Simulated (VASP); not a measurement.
SmZn3I2:

```
CELL_PARAMETERS angstrom
3.20198 1.84866 5.11641
-3.20198 1.84866 5.11641
0.00000 -3.69733 5.11641
ATOMIC_POSITIONS crystal
Sm 0.00000 0.00000 0.00000
Zn 0.00000 0.50000 0.00000
Zn 0.50000 0.00000 0.00000
Zn 0.00000 0.00000 0.50000
I 0.61888 0.61888 0.61888
I 0.38112 0.38112 0.38112
```

The cell was built from a structure type or drawn by symmetry, and may not be a known phase.

- Program: VASP 6.6.1
- Task: relaxation of cell and atoms
- Functional: PBE
- Potentials or basis: VASP PAW PBE potentials, release 64 (Sm_3, Zn, I), 4f in core
- Cutoff: 500 eV
- k mesh: 3 × 3 × 3
- Occupations: gaussian, width 0.2 eV
- Spin: no spin polarisation

At the start: pressure -3.2 GPa; volume 30.29 Å³/atom.

Question: Where does the relaxation end?

Answer: Over 15 steps the energy falls by 118.3 meV/atom and the volume is 26.27 Å³/atom (-13.3 %); space group R-3m (No. 166, to 0.1 Å) before and after.

Step by step:
| step | energy change (eV) | largest force (eV/Å) | pressure (GPa) | volume (Å³) |
| --- | --- | --- | --- | --- |
| 1 | 0.0000 | 0.6573 | -3.17 | 181.72 |
| 2 | -0.4464 | 0.5011 | -1.73 | 166.28 |
| 3 | -0.6167 | 0.3446 | 0.39 | 154.21 |
| 4 | -0.6214 | 0.3023 | 1.08 | 151.38 |
| 5 | -0.6217 | 0.3111 | 0.93 | 151.96 |
| 6 | -0.6616 | 0.2266 | 0.37 | 154.49 |
| 7 | -0.6752 | 0.1848 | -0.02 | 156.62 |
| 8 | -0.6769 | 0.1715 | -0.17 | 157.55 |
| 9 | -0.6771 | 0.1680 | -0.22 | 157.83 |
| 10 | -0.6824 | 0.1469 | -0.02 | 157.00 |
| 11 | -0.6878 | 0.0865 | 0.64 | 154.52 |
| 12 | -0.6899 | 0.0804 | 0.62 | 154.66 |
| 13 | -0.6954 | 0.0631 | 0.56 | 155.08 |
| 14 | -0.7035 | 0.0326 | 0.45 | 155.91 |
| 15 | -0.7100 | 0.0142 | 0.24 | 157.59 |

Final structure:
```
Sm Zn I
1.0
     2.91417    1.68249    5.35692
    -2.91417    1.68249    5.35692
     0.00000   -3.36499    5.35692
Sm Zn I
1 3 2
Direct
  0.00000 0.00000 0.00000
  0.00000 0.50000 0.00000
  0.50000 0.00000 0.00000
  0.00000 0.00000 0.50000
  0.64076 0.64076 0.64076
  0.35924 0.35924 0.35924
```

Caveat: the k points lie up to 0.43 Å⁻¹ apart in the final cell, too coarse for converged energies and pressures of a metal; an odd number of electrons without spin polarisation forces a metal; a magnetic or distorted state may lie lower; the run has no spin polarisation, though such a crystal can be magnetic.
